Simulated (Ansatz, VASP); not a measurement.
## TiH5 in VASP and in Ansatz

```
Ti H
1.0
     0.00000    2.42825    2.42825
     2.42825    0.00000    2.42825
     2.42825    2.42825    0.00000
Ti H
1 5
Direct
  0.75000 0.75000 0.75000
  0.12418 0.12418 0.62745
  0.62745 0.12418 0.12418
  0.12418 0.12418 0.12418
  0.12418 0.62745 0.12418
  0.50000 0.50000 0.50000
```

Change from the starting cell: species swapped into the Be5Fe type (F-43m, No. 216).

Alike in both runs: functional PBE; k mesh 14 × 14 × 14; occupations gaussian, width 0.1 eV; no spin polarisation.

Ansatz relaxed the structure, and its values are those at the end. VASP's run is a single point on that final structure, the one shown.

|  | VASP | Ansatz |
| --- | --- | --- |
| version | VASP 6.6.1 | Ansatz 0.2.0 |
| potentials or method | VASP PAW PBE potentials, release 64 (Ti_sv, H), cutoff 520 eV | scalar-relativistic, plane waves, PAW |
| valence electrons in the cell | 17 | 17 |

VASP gave:

| Quantity | Value |
| --- | --- |
| gap on the k mesh at the Fermi level (eV) | none |
| pressure (GPa) | -0.2 |

Question: Estimate Ansatz's values.

Answer: gap on the k mesh at the Fermi level (eV): none; pressure (GPa): 0.0.

A gap of «none» marks a metal or a gap that the smearing closes. The functional is the same, so the differences come from potentials, cutoffs and numerics.
